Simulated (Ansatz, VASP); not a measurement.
## ScOs3 in VASP and in Ansatz

The input INCAR:

```
ALGO     = Normal         # electronic algorithm
EDIFF    = 1E-7           # SCF threshold, eV
EDIFFG   = -0.01          # ionic threshold
ENCUT    = 600            # plane-wave cutoff, eV
GGA      = PE             # functional
GGA_COMPAT= False        
IBRION   = 2              # ionic algorithm
ISIF     = 3              # what is computed and relaxed
ISMEAR   = 0              # smearing method
LASPH    = True           # aspherical terms in the spheres
LCHARG   = False          # write CHGCAR
LREAL    = False          # projectors in reciprocal space
LWAVE    = False          # write WAVECAR
NELM     = 120            # most SCF steps
NELMIN   = 4            
NSW      = 100            # ionic steps
PREC     = Accurate       # precision mode
SIGMA    = 0.1            # smearing width, eV
```

KPOINTS

```
k-points
0
Gamma
  8 8 8
```

Contents of POSCAR:

```
ScOs3
1.0
    5.0195387931      0.0000000000      0.0000000000
    0.0000000000      5.0195387931      0.0000000000
    0.0000000000      0.0000000000      5.0195387931
Sc Os
2 6
Direct
    0.0000000000      0.0000000000      0.0000000000
    0.5000000000      0.5000000000      0.5000000000
    0.0000000000      0.5000000000      0.2500000000
    0.0000000000      0.5000000000      0.7500000000
    0.2500000000      0.0000000000      0.5000000000
    0.7500000000      0.0000000000      0.5000000000
    0.5000000000      0.7500000000      0.0000000000
    0.5000000000      0.2500000000      0.0000000000
```

Input for Ansatz:

```yaml
crystal:
  lattice:
    - [5.0195387931, 0.0, 0.0]
    - [0.0, 5.0195387931, 0.0]
    - [0.0, 0.0, 5.0195387931]
  atoms:
    - { symbol: Sc, position: [0.0, 0.0, 0.0] }
    - { symbol: Sc, position: [0.5, 0.5, 0.5] }
    - { symbol: Os, position: [0.0, 0.5, 0.25] }
    - { symbol: Os, position: [0.0, 0.5, 0.75] }
    - { symbol: Os, position: [0.25, 0.0, 0.5] }
    - { symbol: Os, position: [0.75, 0.0, 0.5] }
    - { symbol: Os, position: [0.5, 0.75, 0.0] }
    - { symbol: Os, position: [0.5, 0.25, 0.0] }
basis:
  ecutwfc: 420
kpoints:
  mp_grid: { grid: [8, 8, 8] }
hamiltonian:
  xc: pbe
scf:
  occupations: { method: gaussian, width: 0.1 }
output:
  forces: true
  stress: true
  eigenvalues: true
relax:
  adjacent_minimum: "off"
  f_tol: 0.01
  max_steps: 80
  cell: { stress_tol: 0.05 }
```

Alike in both runs: task relaxation of cell and atoms; functional PBE; k mesh 8 × 8 × 8; occupations gaussian, width 0.1 eV; no spin polarisation.

|  | VASP | Ansatz |
| --- | --- | --- |
| version | VASP 6.6.1 | Ansatz 0.2.0 |
| potentials or method | VASP PAW PBE potentials, release 64 (Sc_sv, Os), cutoff 600 eV | scalar-relativistic, plane waves, PAW |
| valence electrons in the cell | 70 | 118 |

```tsv
	VASP	Ansatz	Ansatz less VASP
gap on the k mesh at the Fermi level, each at its own relaxed structure (eV)	none	none	-
relaxed volume (Å³/atom)	15.83	15.83	-0.006
relaxed cell length with the largest relative difference (Å)	5.022	5.021	-0.0006
```

A gap of «none» marks a metal or a gap that the smearing closes. VASP's potentials hold 70 valence electrons a cell and Ansatz's 118, so a difference there can come from the potentials and not from the codes.

Spin-orbit coupling is off throughout.
